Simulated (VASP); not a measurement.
# Mn (Im-3m) in VASP: further runs

Mn is run at these levels: PBE, LDA; tasks: single point.

Everything below comes from runs of VASP 6.6.1. Logs are shortened: lines on timing, memory, paths and dates and some standing lists are left out, and cuts for length are marked.

## (1) The cell of the first run

It takes space group Im-3m (No. 229, cubic). The conventional cell has a = 2.550 Å, b = 2.550 Å, c = 2.550 Å, α = 90.00°, β = 90.00°, γ = 90.00°. Within 2.9 Å of Mn (site symmetry m-3m) lie 14 Mn at 2.21 to 2.55 Å.

## (2) Single point, PBE

File INCAR:

```
SYSTEM = Mn
ALGO = Normal
EDIFF = 1E-6
ENCUT = 500
GGA = PE
GGA_COMPAT = .FALSE.
ISIF = 2
ISMEAR = 1
LASPH = .TRUE.
LCHARG = .FALSE.
LREAL = .FALSE.
LWAVE = .FALSE.
NBANDS = 12
NELM = 120
PREC = Accurate
SIGMA = 0.27211386245988
```

File KPOINTS:

```
k-points
0
G
  2 2 2
  0 0 0
```

File POSCAR:

```
Mn
1.0
   -1.2748117027      1.2748117027      1.2748117027
    1.2748117027     -1.2748117027      1.2748117027
    1.2748117027      1.2748117027     -1.2748117027
Mn
1
Direct
    0.0000000000      0.0000000000      0.0000000000
```

Potentials or basis: VASP PAW PBE potentials, release 64 (Mn_pv).

On the command line:

```console
> cat potpaw_PBE.64/Mn_pv/POTCAR > POTCAR
> mpirun -np 1 vasp_std > vasp.out
```

OUTCAR:

```text
SYSTEM = Mn
   EDIFF = 1E-6
   ENCUT = 500
   GGA = PE
   ISIF = 2
   ISMEAR = 1
   LASPH = .TRUE.
   LREAL = .FALSE.
   NELM = 120
   PREC = Accurate

 ion  position               nearest neighbor table
   1  0.000  0.000  0.000-

  LATTYP: Found a body centered cubic cell.
 ALAT       =     2.5496234054

  Lattice vectors:

 A1 = (  -1.2748117027,   1.2748117027,   1.2748117027)
 A2 = (   1.2748117027,  -1.2748117027,   1.2748117027)
 A3 = (   1.2748117027,   1.2748117027,  -1.2748117027)

Analysis of symmetry for initial positions (statically):
=====================================================================
 Subroutine PRICEL returns:
 Original cell was already a primitive cell.

 Routine SETGRP: Setting up the symmetry group for a
 body centered cubic supercell.

 Subroutine GETGRP returns: Found 48 space group operations
 (whereof 48 operations were pure point group operations)
 out of a pool of 48 trial point group operations.

The static configuration has the point symmetry O_h .

Analysis of symmetry for dynamics (positions and initial velocities):
=====================================================================
 Subroutine PRICEL returns:
 Original cell was already a primitive cell.

 Routine SETGRP: Setting up the symmetry group for a
 body centered cubic supercell.

 Subroutine GETGRP returns: Found 48 space group operations
 (whereof 48 operations were pure point group operations)
 out of a pool of 48 trial point group operations.

The dynamic configuration has the point symmetry O_h .

 Subroutine INISYM returns: Found 48 space group operations
 (whereof 48 operations are pure point group operations),
 and found     1 'primitive' translations

----------------------------------------------------------------------------------------

                                     Primitive cell

  volume of cell :       8.2870

  direct lattice vectors                    reciprocal lattice vectors
    -1.274811703  1.274811703  1.274811703     0.000000000  0.392214787  0.392214787
     1.274811703 -1.274811703  1.274811703     0.392214787  0.000000000  0.392214787
     1.274811703  1.274811703 -1.274811703     0.392214787  0.392214787  0.000000000

  length of vectors
     2.208038639  2.208038639  2.208038639     0.554675471  0.554675471  0.554675471

  position of ions in fractional coordinates (direct lattice)
[... 60 lines left out ...]
   NFREE  =      0    steps in history (QN), initial steepest desc. (CG)
   ISIF   =      2    stress and relaxation
   ISYM   =      2    0-nonsym 1-usesym 2-fastsym
   POTIM  = 0.5000    time-step for ionic-motion
   TEBEG  =    0.0;   TEEND  =   0.0 temperature during run
   PSTRESS=    0.0 pullay stress
   NELECT =      13.0000    total number of electrons
   NUPDOWN=      -1.0000    fix difference up-down
   EMIN   =  10.00;   EMAX   =-10.00  energy-range for DOS
   EFERMI =   0.00;   METHOD = LEGACY
   ISMEAR =     1;   SIGMA  =   0.27  broadening in eV -4-tet -1-fermi 0-gaus
   EFERMI_NEDOS =   21; number of points for ismear=-14 and -15
   IALGO  =     38    algorithm
   IMIX   =      4    mixing-type and parameters
     AMIX     =   0.40;   BMIX     =  1.00
     AMIX_MAG =   1.60;   BMIX_MAG =  1.00
  volume/ion in A,a.u.               =       8.29        55.92
  Fermi-wavevector in a.u.,A,eV,Ry     =   1.902202  3.594640 49.230933  3.618371
  Thomas-Fermi vector in A             =   2.940913
   LORBIT       =      0    0 simple, 1 ext, 2 COOP (PROOUT), +10 PAW based schemes
   GGA     = PE    functional components
   LHFCALC =     F    Hartree Fock is set to
   AEXX    =    0.0000 exact exchange contribution
   IVDW    =     0    specifies the selected vdW correction
   LEPSILON=     F    determine dielectric tensor
   LRPA    =     F    only Hartree local field effects (RPA)
 non-spin polarized calculation
 Methfessel and Paxton  Order N= 1 SIGMA  =   0.27
  energy-cutoff  :      500.00
  volume of cell :        8.29
 maximum number of plane-waves:       236
 NGX is ok and might be reduce to    16
   NGX =  7   NGY =  7   NGZ =  7

 number of electron      13.0000002 magnetization

 Free energy of the ion-electron system (eV)
  ---------------------------------------------------
  ext. energy  EPLUGINS =         0.00000000
  ---------------------------------------------------
  free energy    TOTEN  =        -5.55433643 eV

  energy without entropy =       -5.52125153  energy(sigma->0) =       -5.54330813

 E-fermi :  16.4609     XC(G=0): -15.5846

 val. band max:       16.2836462673   @ k =   0.5000   0.0000   0.0000
 cond. band min:      16.4884485627   @ k =   0.5000   0.0000   0.0000
 fundamental gap:      0.2048022954
 Fermi energy:        16.4608993331

 k-point     1 :       0.0000    0.0000    0.0000
  band No.  band energies     occupation
      1     -31.9797      2.00000
      2     -31.9797      2.00000
      3     -31.9796      2.00000
      4       5.3486      2.00000
      5      13.4008      2.00000
      6      13.4008      2.00000
      7      13.4008      2.00000
      8      16.2085      2.03174
      9      16.2085      2.03174
     10      40.8894      0.00000
     11      40.8894      0.00000
     12      40.8894      0.00000
[... 16 lines left out ...]
 k-point     3 :       0.5000    0.5000    0.5000
  band No.  band energies     occupation
      1     -33.1647      2.00000
      2     -33.1647      2.00000
      3     -33.1647      2.00000
      4       8.5020      2.00000
      5       8.5020      2.00000
      6      18.1274     -0.00000
      7      18.1274     -0.00000
      8      18.1274     -0.00000
      9      28.3704      0.00000
     10      28.3704      0.00000
     11      28.3704      0.00000
     12      36.6995      0.00000

------------------------ aborting loop because EDIFF is reached ----------------------------------------

  FORCE on cell =-STRESS in cart. coord.  units (eV):
  Direction    XX          YY          ZZ          XY          YZ          ZX
  --------------------------------------------------------------------------------------
  -------------------------------------------------------------------------------------
  Total        8.2910451      8.2910451      8.2910451      0.0000000      0.0000000     -0.0000000
  in kB     1602.9565224   1602.9565224   1602.9565224      0.0000000      0.0000000     -0.0000000
  external PRESSURE =    1602.9565224 kB  Pullay stress =       0.0000000 kB

 VOLUME and BASIS-vectors are now :
 -----------------------------------------------------------------------------
  energy-cutoff  :      500.00
  volume of cell :        8.29
      direct lattice vectors                 reciprocal lattice vectors
    -1.274811703  1.274811703  1.274811703     0.000000000  0.392214787  0.392214787
     1.274811703 -1.274811703  1.274811703     0.392214787  0.000000000  0.392214787
     1.274811703  1.274811703 -1.274811703     0.392214787  0.392214787  0.000000000

 POSITION                                       TOTAL-FORCE (eV/Angst)
 -----------------------------------------------------------------------------------
      0.00000      0.00000      0.00000         0.000000      0.000000     -0.000000
 -----------------------------------------------------------------------------------
    total drift:                                0.000000      0.000000     -0.000000

  FREE ENERGIE OF THE ION-ELECTRON SYSTEM (eV)
  ---------------------------------------------------
  free  energy   TOTEN  =        -5.5543364270 eV

  energy  without entropy=       -5.5212515271  energy(sigma->0) =       -5.54330813
```

stdout:

```text
POSCAR found type information on POSCAR Mn
 POSCAR found :  1 types and       1 ions
 scaLAPACK will be used
 LDA part: xc-table for (Slater+PW92), standard interpolation
 POSCAR, INCAR and KPOINTS ok, starting setup
 FFT: planning ... GRIDC
 FFT: planning ... GRID_SOFT
 FFT: planning ... GRID
 WAVECAR not read
 entering main loop
```

Run time: 3 s. Hardware: 1 thread of Intel Xeon Platinum 8488C (Sapphire Rapids), shared host; peak memory 0.1 GiB.

What came out:

| Quantity | Value |
| --- | --- |
| Free energy | -5.5543 eV |
| Pressure | 160.3 GPa |

Caveat: the k points lie up to 1.74 Å⁻¹ apart; the run has no spin polarisation, though such a crystal can be magnetic. Spin polarisation is off, so any magnetic state and its effect on volume and gap are missing.

## (3) Single point, LDA, collinear spin, ferromagnetic start

This run uses another cell than the first one, of 10.82 Å³/atom, 1.305 times its volume.

File INCAR:

```
SYSTEM = Mn
ALGO = Normal ; EDIFF = 1E-6
ENCUT = 500 ; GGA_COMPAT = .False.
ISIF = 2 ; ISMEAR = 0
ISPIN = 2 ; LASPH = .True.
LCHARG = .False. ; LMAXMIX = 4
LORBIT = 11 ; LREAL = .False.
LWAVE = .False. ; MAGMOM = 0.76
NBANDS = 16 ; NELM = 200
PREC = Accurate ; SIGMA = 0.1
```

File KPOINTS:

```
k-points
0
Gamma
  2 2 2
  0 0 0
```

File POSCAR:

```
Mn
1.0
   -1.3932737400      1.3932737400      1.3932737400
    1.3932737400     -1.3932737400      1.3932737400
    1.3932737400      1.3932737400     -1.3932737400
Mn
1
Direct
    0.0000000000      0.0000000000      0.0000000000
```

Potentials or basis: VASP PAW LDA potentials, release 64 (Mn_pv).

On the command line:

```console
> cat potpaw_LDA.64/Mn_pv/POTCAR > POTCAR
> mpirun -np 1 vasp_std > vasp.out
```

Wall time 3.3 s (1 thread of Intel Xeon Platinum 8488C (Sapphire Rapids), shared host); peak memory 0.11 GiB.

It converged, with:

* Free energy: -8.9117 eV
* Pressure: 7.3 GPa
* Net moment: 2.50 μB per cell
* Site moments: Mn +2.16 μB
* Valence electrons inside the program's atomic spheres: Mn 12.07

Levels at points of the mesh, in eV from the Fermi level:
Spin up:
```tsv
k point	band 4	band 5	band 6	band 7	band 8	band 9	band 10	band 11	band 12	band 13
(0.00, 0.00, 0.00)	-9.85	-2.58	-2.58	-2.58	-0.98	-0.98	22.42	22.42	22.42	28.13
(0.50, 0.00, 0.00)	-6.12	-4.06	-0.87	-0.67	-0.57	1.00	8.11	16.61	20.22	23.94
(0.50, 0.50, 0.50)	-6.09	-6.09	0.63	0.63	0.63	9.30	9.30	9.30	15.97	15.97
```
Spin down:
| k point | band 3 | band 4 | band 5 | band 6 | band 7 | band 8 |
| --- | --- | --- | --- | --- | --- | --- |
| (0.00, 0.00, 0.00) | -46.74 | -8.40 | -1.19 | -1.19 | -1.19 | 1.37 |
| (0.50, 0.00, 0.00) | -46.74 | -4.56 | -2.69 | 0.91 | 1.18 | 1.68 |
| (0.50, 0.50, 0.50) | -47.30 | -4.09 | -4.09 | 2.09 | 2.09 | 2.09 |

Caveat: the k points lie up to 1.59 Å⁻¹ apart.

## (4) Single point, PBE, collinear spin, ferromagnetic start

This run uses another cell than the first one, of 10.82 Å³/atom, 1.305 times its volume.

File INCAR:

```
SYSTEM = Mn
PREC     = Accurate       ! precision mode
ENCUT    = 500            ! plane-wave cutoff, eV
EDIFF    = 1E-6           ! SCF threshold, eV
ISMEAR   = 0              ! smearing method
SIGMA    = 0.1            ! smearing width, eV
LREAL    = .FALSE.        ! projectors in reciprocal space
LASPH    = .TRUE.         ! aspherical terms in the spheres
NELM     = 200            ! most SCF steps
ALGO     = Normal         ! electronic algorithm
ISIF     = 2              ! what is computed and relaxed
LWAVE    = .FALSE.        ! write WAVECAR
LCHARG   = .FALSE.        ! write CHGCAR
ISPIN    = 2              ! spin polarisation
MAGMOM   = 2              ! initial moments
LORBIT   = 11             ! projections on sites
LMAXMIX  = 4              ! l up to which the mixer works
GGA      = PE             ! functional
NBANDS   = 16             ! bands
GGA_COMPAT= .FALSE.
```

File KPOINTS:

```
Automatic mesh
0
G
  2 2 2
  0 0 0
```

POSCAR is that of step 3.

Potentials or basis: VASP PAW PBE potentials, release 64 (Mn_pv).

On the command line:

```console
> cat potpaw_PBE.64/Mn_pv/POTCAR > POTCAR
> mpirun -np 1 vasp_std > vasp.out
```

Run time: 5 s. Hardware: 1 thread of Intel Xeon Platinum 8488C (Sapphire Rapids), shared host; peak memory 0.12 GiB.

The run converged. Its results:

* Free energy: -8.0249 eV
* Pressure: 25.0 GPa
* Net moment: 2.50 μB per cell
* Site moments: Mn +2.14 μB
* Valence electrons inside the program's atomic spheres: Mn 12.06

Levels at points of the mesh, in eV from the Fermi level:
Spin up:
```
           k point  band 5  band 6  band 7  band 8  band 9  band 10  band 11  band 12
(0.00, 0.00, 0.00)   -2.27   -2.27   -2.27   -1.05   -1.05    22.37    22.37    22.37
(0.50, 0.00, 0.00)   -3.78   -0.80   -0.73   -0.65    1.30     8.22    16.51    20.47
(0.50, 0.50, 0.50)   -6.15    0.93    0.93    0.93    9.40     9.40     9.40    15.76
```
Spin down:
| k point | band 1 | band 2 | band 3 | band 4 | band 5 | band 6 | band 7 | band 8 | band 9 | band 10 |
| --- | --- | --- | --- | --- | --- | --- | --- | --- | --- | --- |
| (0.00, 0.00, 0.00) | -46.89 | -46.89 | -46.89 | -8.09 | -1.08 | -1.08 | -1.08 | 1.90 | 1.90 | 24.14 |
| (0.50, 0.00, 0.00) | -47.68 | -47.15 | -46.90 | -4.28 | -2.55 | 1.25 | 1.57 | 2.18 | 2.56 | 9.95 |
| (0.50, 0.50, 0.50) | -47.44 | -47.44 | -47.44 | -3.58 | -3.58 | 2.18 | 2.18 | 2.18 | 10.88 | 10.88 |

Caveat: the k points lie up to 1.59 Å⁻¹ apart.

## (5) Single point, PBE, collinear spin, ferromagnetic start

This run uses another cell than the first one, of 10.82 Å³/atom, 1.305 times its volume.

File INCAR:

```
ALGO = Normal
EDIFF = 1E-6
ENCUT = 500
GGA = PE
GGA_COMPAT = False
ISIF = 2
ISMEAR = -1
ISPIN = 2
LASPH = True
LCHARG = False
LMAXMIX = 4
LORBIT = 11
LREAL = False
LWAVE = False
MAGMOM = 0.76
NBANDS = 16
NELM = 200
PREC = Accurate
SIGMA = 0.025851999786435532
```

File KPOINTS:

```
k-points
0
Gamma
  2 2 2
```

POSCAR is that of step 4.

On the command line:

```console
> cat potpaw_PBE.64/Mn_pv/POTCAR > POTCAR
> mpirun -np 1 vasp_std > vasp.out
```

Run time: 4.6 s. Hardware: 1 thread of Intel Xeon Platinum 8488C (Sapphire Rapids), shared host; peak memory 0.11 GiB.

Results (log left out):

| Item | Value |
| --- | --- |
| Free energy | -8.0249 eV |
| Pressure | 24.9 GPa |
| Net moment | 2.50 μB per cell |
| Site moments | Mn +2.14 μB |
| Valence electrons inside the program's atomic spheres | Mn 12.06 |

Levels at points of the mesh, in eV from the Fermi level:
Spin up:
```tsv
k point	band 6	band 7	band 8	band 9	band 10	band 11
(0.00, 0.00, 0.00)	-2.27	-2.27	-1.05	-1.05	22.37	22.37
(0.50, 0.00, 0.00)	-0.80	-0.73	-0.65	1.30	8.22	16.51
(0.50, 0.50, 0.50)	0.93	0.93	0.93	9.40	9.40	9.40
```
Spin down:
| k point | band 3 | band 4 | band 5 | band 6 | band 7 | band 8 |
| --- | --- | --- | --- | --- | --- | --- |
| (0.00, 0.00, 0.00) | -46.89 | -8.09 | -1.08 | -1.08 | -1.08 | 1.90 |
| (0.50, 0.00, 0.00) | -46.90 | -4.28 | -2.55 | 1.25 | 1.57 | 2.18 |
| (0.50, 0.50, 0.50) | -47.44 | -3.58 | -3.58 | 2.18 | 2.18 | 2.18 |

Caveat: the k points lie up to 1.59 Å⁻¹ apart.

## (6) The runs side by side

```tsv
level	potentials or basis	spin	cell	smearing	gap on the mesh (eV)	pressure (GPa)	moment (μB)
PBE	VASP PAW PBE potentials, release 64 (Mn_pv)	off	a = 2.208 Å, angles 109.5°, 1 atom	methfessel-paxton 0.272114 eV	none	160.3	-
LDA	VASP PAW LDA potentials, release 64 (Mn_pv)	collinear, ferromagnetic start	a = 2.413 Å, angles 109.5°, 1 atom	gaussian 0.1 eV	none	7.3	2.50
PBE	VASP PAW PBE potentials, release 64 (Mn_pv)	collinear, ferromagnetic start	a = 2.413 Å, angles 109.5°, 1 atom	gaussian 0.1 eV	none	25.0	2.50
PBE	VASP PAW PBE potentials, release 64 (Mn_pv)	collinear, ferromagnetic start	a = 2.413 Å, angles 109.5°, 1 atom	fermi-dirac 0.025852 eV	none	24.9	2.50
```

Alike in all rows: task single point; k mesh 2 × 2 × 2; cutoff (eV) 500.

Caveats: all runs use coarse meshes.

Absolute energies hang on the potentials; compare differences alone.
